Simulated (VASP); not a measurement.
# Mg33O32 (a cell with a defect) in VASP: a series of runs, part 2 of 3

VASP 6.6.1. The steps go on from the part before.

## 3. Single point, PBE

Contents of INCAR:

```
SYSTEM = Mg33O32
PREC = Accurate ; ENCUT = 520
EDIFF = 1E-6 ; ISMEAR = -1
SIGMA = 0.05 ; LREAL = Auto
LASPH = .True. ; NELM = 60
ALGO = Normal ; ISIF = 2
LWAVE = .False. ; LCHARG = .False.
GGA = PE ; NBANDS = 167
NELECT = 256.0 ; ISYM = 0
```

Contents of KPOINTS:

```
Automatic mesh
0
Gamma
  1 1 1
  0.25 0.25 0.25
```

Contents of POSCAR:

```
Mg33O32
1.0
    8.4288080000      0.0000000000      0.0000000000
    0.0000000000      8.4288080000      0.0000000000
    0.0000000000      0.0000000000      8.4288080000
O Mg
32 33
Direct
    0.2507260000      0.0002570000      0.0005560000
    0.2485440000      0.9942310000      0.5012060000
    0.2485370000      0.5009100000      0.9945230000
    0.2487550000      0.5007610000      0.5010510000
    0.7496620000      0.9998240000      0.0001210000
    0.7492380000      0.0002820000      0.4991040000
    0.7492380000      0.4987960000      0.0005670000
    0.7553060000      0.5009580000      0.5012750000
    0.0007090000      0.2502660000      0.0005500000
    0.9947060000      0.2480790000      0.5012120000
    0.0002760000      0.7492060000      0.0001250000
    0.0007240000      0.7487910000      0.4991030000
    0.5013640000      0.2480810000      0.9945380000
    0.5011580000      0.2483300000      0.5010370000
    0.4992590000      0.7487880000      0.0005680000
    0.5014300000      0.7548360000      0.5012750000
    0.0007110000      0.0002540000      0.2505670000
    0.0002750000      0.9998160000      0.7495170000
    0.9946690000      0.5009100000      0.2483780000
    0.0007260000      0.4987990000      0.7490890000
    0.5013620000      0.9942250000      0.2483890000
    0.4992530000      0.0002780000      0.7490820000
    0.5012340000      0.5007640000      0.2486200000
    0.5014240000      0.5009620000      0.7551460000
    0.2487970000      0.2483520000      0.2486530000
    0.2485780000      0.2481170000      0.7550590000
    0.2485700000      0.7547710000      0.2484110000
    0.2507430000      0.7487980000      0.7490990000
    0.7552210000      0.2481080000      0.2484280000
    0.7492490000      0.2502850000      0.7490850000
    0.7492510000      0.7488030000      0.2505910000
    0.7496680000      0.7492140000      0.7495130000
    0.9997130000      0.9992620000      0.9995600000
    0.9943190000      0.9938600000      0.5003610000
    0.9942950000      0.5000520000      0.9941450000
    0.9983640000      0.5004480000      0.5007500000
    0.5005150000      0.9938500000      0.9941540000
    0.5008970000      0.9979000000      0.5007530000
    0.5009050000      0.5004510000      0.9982100000
    0.5306890000      0.5302060000      0.5305310000
    0.2490390000      0.2485810000      0.9981630000
    0.2194530000      0.2189630000      0.5302580000
    0.2494340000      0.7551720000      0.9941680000
    0.2490570000      0.7511660000      0.5007620000
    0.7556200000      0.2489750000      0.9941870000
    0.7516300000      0.2485980000      0.5007480000
    0.7502320000      0.7497730000      0.9996020000
    0.7556970000      0.7552480000      0.5003810000
    0.2490380000      0.9978620000      0.2488790000
    0.2494310000      0.9938910000      0.7554600000
    0.2193720000      0.5299980000      0.2192290000
    0.2490570000      0.5004520000      0.7514600000
    0.7556200000      0.9938800000      0.2492760000
    0.7502270000      0.9992990000      0.7500770000
    0.7516080000      0.5004580000      0.2489090000
    0.7556970000      0.5000810000      0.7555370000
    0.9983270000      0.2485870000      0.2488850000
    0.9943390000      0.2489720000      0.7554540000
    0.9943290000      0.7551680000      0.2492780000
    0.9997540000      0.7497780000      0.7500770000
    0.5304300000      0.2189440000      0.2192720000
    0.5009150000      0.2486080000      0.7514730000
    0.5009100000      0.7511550000      0.2489100000
    0.5005370000      0.7552380000      0.7555360000
    0.3750860000      0.3747000000      0.3749150000
```

Potentials or basis: VASP PAW PBE potentials, release 64 (O, Mg).

Started as:

```bash
$ cat potpaw_PBE.64/O/POTCAR potpaw_PBE.64/Mg/POTCAR > POTCAR
$ mpirun -np 1 vasp_std > vasp.out
```

OUTCAR:

```text
SYSTEM = Mg33O32
   PREC = Accurate
   ENCUT = 520
   EDIFF = 1E-6
   ISMEAR = -1
   LREAL = Auto
   LASPH = .True.
   NELM = 60
   ISIF = 2
   GGA = PE
   NELECT = 256.0
   ISYM = 0

 ion  position               nearest neighbor table
   1  0.251  0.000  0.001-  43 2.07  50 2.07  49 2.09  41 2.09  37 2.11  33 2.12
   2  0.249  0.994  0.501-  42 1.93  44 2.05  49 2.13  38 2.13  34 2.14  50 2.14
   3  0.249  0.501  0.995-  51 1.93  52 2.05  41 2.13  39 2.13  35 2.14  43 2.14
   4  0.249  0.501  0.501-  65 1.84  36 2.11  44 2.11  52 2.11  42 2.40  51 2.40  40 2.40
   5  0.750  1.000  0.000-  37 2.10  45 2.10  53 2.10  54 2.11  47 2.11  33 2.11
   6  0.749  0.000  0.499-  48 2.07  34 2.07  46 2.09  38 2.09  53 2.11  54 2.12
   7  0.749  0.499  0.001-  56 2.07  35 2.07  39 2.09  55 2.09  45 2.11  47 2.12
   8  0.755  0.501  0.501-  40 1.93  36 2.05  46 2.13  55 2.13  56 2.14  48 2.14
   9  0.001  0.250  0.001-  45 2.07  58 2.07  41 2.09  57 2.09  35 2.11  33 2.12
  10  0.995  0.248  0.501-  42 1.93  46 2.05  57 2.13  36 2.13  34 2.14  58 2.14
  11  0.000  0.749  0.000-  59 2.10  35 2.10  43 2.10  47 2.11  60 2.11  33 2.11
  12  0.001  0.749  0.499-  48 2.07  34 2.07  44 2.09  36 2.09  59 2.11  60 2.12
  13  0.501  0.248  0.995-  61 1.93  62 2.05  41 2.13  39 2.13  37 2.14  45 2.14
  14  0.501  0.248  0.501-  65 1.84  38 2.11  62 2.11  46 2.11  42 2.40  61 2.40  40 2.40
  15  0.499  0.749  0.001-  64 2.07  37 2.07  39 2.09  63 2.09  43 2.11  47 2.12
  16  0.501  0.755  0.501-  40 1.93  38 2.05  63 2.13  44 2.13  64 2.14  48 2.14
  17  0.001  0.000  0.251-  59 2.07  53 2.07  49 2.09  57 2.09  34 2.11  33 2.12
[... 67 lines left out ...]
  59  0.994  0.755  0.249-  31 2.07  17 2.07  11 2.10  12 2.11  27 2.14  19 2.14  51 2.70  53 2.85
                            48 2.92  34 2.92  47 2.94  33 2.94  49 2.97  55 2.97  36 3.02  44 3.02
  60  1.000  0.750  0.750-  18 2.11  11 2.11  32 2.11  12 2.12  20 2.12  28 2.12  48 2.94  56 2.94
                            43 2.94  50 2.94  35 2.94  34 2.94  44 2.97  52 2.97  36 2.97  33 2.97
  61  0.530  0.219  0.219-  21 1.93  13 1.93  29 1.93  65 2.27  25 2.40  14 2.40  23 2.40  37 2.70
                            53 2.70  45 2.70  49 3.03  41 3.03  38 3.03  39 3.03  46 3.03  55 3.03
  62  0.501  0.249  0.751-  13 2.05  22 2.09  30 2.09  14 2.11  26 2.13  24 2.13  45 2.97  37 2.97
                            41 2.97  39 2.97  54 2.97  38 2.99  46 2.99  52 3.00  50 3.02  56 3.02
  63  0.501  0.751  0.249-  21 2.05  31 2.09  15 2.09  23 2.11  27 2.13  16 2.13  53 2.97  37 2.97
                            49 2.97  38 2.97  47 2.97  55 2.99  39 2.99  44 3.00  43 3.02  48 3.02
[... 244 lines left out ...]

 number of electron     255.9999954 magnetization

 Free energy of the ion-electron system (eV)
  ---------------------------------------------------
  ext. energy  EPLUGINS =         0.00000000
  ---------------------------------------------------
  free energy    TOTEN  =      -388.25962680 eV

  energy without entropy =     -388.25962680  energy(sigma->0) =     -388.25962680

 E-fermi :   4.4474     XC(G=0): -11.0971

 val. band max:        3.2185558475   @ k =  -0.2500   0.2500   0.2500
 cond. band min:       8.7009465651   @ k =  -0.2500  -0.2500   0.2500
 fundamental gap:      5.4823907176
 Fermi energy:         4.4473691372

 k-point     1 :       0.2500    0.2500    0.2500
  band No.  band energies     occupation
      1     -13.9695      2.00000
      2     -13.5844      2.00000
      3     -13.5186      2.00000
      4     -13.5183      2.00000
      5     -13.2623      2.00000
      6     -13.2097      2.00000
[... 561 lines left out ...]
    139      11.6978      0.00000
    140      11.8513      0.00000
 [bands above 140 left out]

------------------------ aborting loop because EDIFF is reached ----------------------------------------

  FORCE on cell =-STRESS in cart. coord.  units (eV):
  Direction    XX          YY          ZZ          XY          YZ          ZX
  --------------------------------------------------------------------------------------
  -------------------------------------------------------------------------------------
  Total       20.6072619     20.5999762     20.6071782     -0.0127359     -0.0152125     -0.0062621
  in kB       55.1356362     55.1161430     55.1354121     -0.0340754     -0.0407017     -0.0167545
  external PRESSURE =      55.1290638 kB  Pullay stress =       0.0000000 kB

 VOLUME and BASIS-vectors are now :
 -----------------------------------------------------------------------------
  energy-cutoff  :      520.00
  volume of cell :      598.82
      direct lattice vectors                 reciprocal lattice vectors
     8.428808000  0.000000000  0.000000000     0.118640738  0.000000000  0.000000000
     0.000000000  8.428808000  0.000000000     0.000000000  0.118640738  0.000000000
     0.000000000  0.000000000  8.428808000     0.000000000  0.000000000  0.118640738

 POSITION                                       TOTAL-FORCE (eV/Angst)
 -----------------------------------------------------------------------------------
      2.11332      0.00217      0.00469         0.002263      0.011712      0.011738
      2.09493      8.38018      4.22457         0.017857     -0.006685     -0.013557
      2.09487      4.22207      8.38264         0.017754     -0.013882     -0.005614
      2.09671      4.22082      4.22326        -0.041201      0.039854      0.039994
      6.31876      8.42732      0.00102         0.002728     -0.000013     -0.000849
      6.31518      0.00238      4.20685        -0.012199      0.011947     -0.005428
[... 57 lines left out ...]
      4.21893      6.36576      6.36827        -0.000613     -0.004826     -0.004742
      3.16153      3.15827      3.16009        -0.008309     -0.010545     -0.008148
 -----------------------------------------------------------------------------------
    total drift:                                0.013621     -0.014458     -0.008887

  FREE ENERGIE OF THE ION-ELECTRON SYSTEM (eV)
  ---------------------------------------------------
  free  energy   TOTEN  =      -388.2596268046 eV

  energy  without entropy=     -388.2596268045  energy(sigma->0) =     -388.25962680
```

OSZICAR:

```text
N       E                     dE             d eps       ncg     rms          rms(c)
DAV:   1     0.147282827509E+04    0.14728E+04   -0.12798E+05  1368   0.141E+03
DAV:   2    -0.318921634864E+03   -0.17917E+04   -0.17450E+04  1642   0.304E+02
DAV:   3    -0.436382302607E+03   -0.11746E+03   -0.11684E+03  1616   0.821E+01
DAV:   4    -0.437607548538E+03   -0.12252E+01   -0.12226E+01  1584   0.923E+00
DAV:   5    -0.437623222147E+03   -0.15674E-01   -0.15664E-01  1576   0.960E-01    0.407E+01
DAV:   6    -0.388619690479E+03    0.49004E+02   -0.23071E+02  1552   0.341E+01    0.126E+01
DAV:   7    -0.388486342518E+03    0.13335E+00   -0.48199E+00  1504   0.531E+00    0.793E+00
DAV:   8    -0.388279223710E+03    0.20712E+00   -0.97974E-01  1560   0.391E+00    0.120E+00
DAV:   9    -0.388256575016E+03    0.22649E-01   -0.14493E-01  1616   0.948E-01    0.447E-01
DAV:  10    -0.388259137298E+03   -0.25623E-02   -0.15441E-02  1552   0.323E-01    0.229E-01
DAV:  11    -0.388259877501E+03   -0.74020E-03   -0.27277E-03  1568   0.152E-01    0.122E-01
DAV:  12    -0.388259605276E+03    0.27223E-03   -0.13694E-03  1584   0.122E-01    0.226E-02
DAV:  13    -0.388259635631E+03   -0.30356E-04   -0.35013E-04  1520   0.480E-02    0.222E-02
DAV:  14    -0.388259629666E+03    0.59651E-05   -0.89099E-05  1616   0.237E-02    0.963E-03
DAV:  15    -0.388259626937E+03    0.27295E-05   -0.10532E-05  1488   0.891E-03    0.428E-03
DAV:  16    -0.388259626805E+03    0.13223E-06   -0.17797E-06   888   0.534E-03
   1 F= -.38825963E+03 E0= -.38825963E+03  d E =-.109292E-09
```

It took 25 min on 1 thread of Intel Xeon 8259CL, shared host; peak memory 0.7 GiB.

Results:

```
Free energy   : -388.2596 eV
Largest force : 0.070 eV/Å
```

Forces in eV/Å, atoms in the order of the input:
```
O    0.002  0.012  0.012
O    0.018 -0.007 -0.014
O    0.018 -0.014 -0.006
O   -0.041  0.040  0.040
O    0.003  0.000 -0.001
O   -0.012  0.012 -0.005
O   -0.011 -0.005  0.013
O    0.009 -0.016 -0.017
O    0.014  0.000  0.012
O   -0.006  0.017 -0.014
O    0.001 -0.004  0.001
O    0.012 -0.013 -0.005
O   -0.014  0.018 -0.005
O    0.040 -0.040  0.039
O   -0.003 -0.013  0.013
O   -0.017  0.009 -0.016
O    0.014  0.012  0.000
O    0.002 -0.001 -0.002
O   -0.006 -0.014  0.017
O    0.012 -0.005 -0.013
O   -0.015 -0.007  0.018
O   -0.004  0.012 -0.013
O    0.039  0.039 -0.043
O   -0.017 -0.015  0.010
O   -0.028 -0.026 -0.028
O    0.014  0.014  0.005
O    0.014  0.003  0.013
O    0.001 -0.013 -0.013
O    0.003  0.014  0.014
O   -0.012  0.001 -0.012
O   -0.011 -0.013  0.001
O    0.000 -0.003  0.000
Mg   0.001  0.000  0.000
Mg   0.003  0.005  0.001
Mg   0.004  0.001  0.004
Mg  -0.008  0.001  0.001
Mg   0.001  0.005  0.004
Mg   0.000 -0.006  0.000
Mg   0.000  0.001 -0.008
Mg  -0.001  0.000  0.000
Mg   0.001  0.001 -0.006
Mg  -0.005 -0.003  0.009
Mg   0.000 -0.003  0.003
Mg   0.000  0.007  0.000
Mg  -0.003  0.000  0.002
Mg   0.004  0.002  0.000
Mg  -0.001  0.001 -0.001
Mg  -0.006 -0.005  0.000
Mg   0.001 -0.005  0.001
Mg   0.000  0.003 -0.003
Mg  -0.004  0.010 -0.003
Mg   0.000  0.000  0.006
Mg  -0.003  0.003  0.000
Mg   0.000 -0.001  0.000
Mg   0.007  0.000  0.001
Mg  -0.006  0.000 -0.005
Mg  -0.008  0.001  0.001
Mg   0.003  0.000 -0.003
Mg   0.003 -0.002  0.000
Mg  -0.002  0.000  0.000
Mg   0.008 -0.002 -0.003
Mg  -0.001  0.001  0.005
Mg   0.000  0.007  0.001
Mg  -0.001 -0.005 -0.005
Mg  -0.008 -0.011 -0.008
```

Levels at points of the mesh, in eV from the Fermi level:
| k point | band 125 | band 126 | band 127 | band 128 | band 129 | band 130 | band 131 | band 132 |
| --- | --- | --- | --- | --- | --- | --- | --- | --- |
| (0.25, 0.25, 0.25) | -1.50 | -1.50 | -1.23 | -1.23 | 4.25 | 5.54 | 5.97 | 5.97 |

Caveat: the cell carries a net charge on a neutralising background, which shifts energy and pressure; the cell is charged against a uniform background, so pressure and absolute levels hang on convention.

(Continued in part 3 of 3.)
